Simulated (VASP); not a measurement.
InP, 2 atoms in the cell. It takes space group I4/mmm (No. 139, tetragonal). Conventional cell: a = 3.970 Å, b = 3.970 Å, c = 5.392 Å, α = 90.00°, β = 90.00°, γ = 90.00°. Within 3.6 Å of In (site symmetry 4/mmm) lie 6 P at 2.70 to 2.81 Å. P (site symmetry 4/mmm) has 6 In at 2.70 to 2.81 Å within 3.6 Å.  This cell differs from its parent crystal: strain +e along x and -e along y +0.0000, strain +e along z and -e/2 along x and y -0.0267.

- Program: VASP 6.6.1
- Task: single point
- Functional: PBE
- Potentials or basis: VASP PAW PBE potentials, release 64 (In_d, P)
- Cutoff: 520 eV
- k mesh: 18 × 18 × 18
- Occupations: gaussian, width 0.15 eV
- Spin: no spin polarisation
- Dipole correction: no
- Further INCAR settings: ALGO = Normal; EDIFF = 1e-07; NBANDS = 16

Potentials or basis: VASP PAW PBE potentials, release 64 (In_d, P).

Command:

```sh
$ cat potpaw_PBE.64/In_d/POTCAR potpaw_PBE.64/P/POTCAR > POTCAR
$ mpirun -np 1 vasp_std > vasp.out
```

Hardware: 1 thread of Intel(R) Xeon(R) 6975P-C (Granite Rapids) (shared host).

Q: Estimate the wall time of this run.

A: Run time: 2.5 min on 1 thread of Intel(R) Xeon(R) 6975P-C (Granite Rapids), on a shared host, peak memory 0.43 GiB. Counts: scf iterations 13, k points 480.
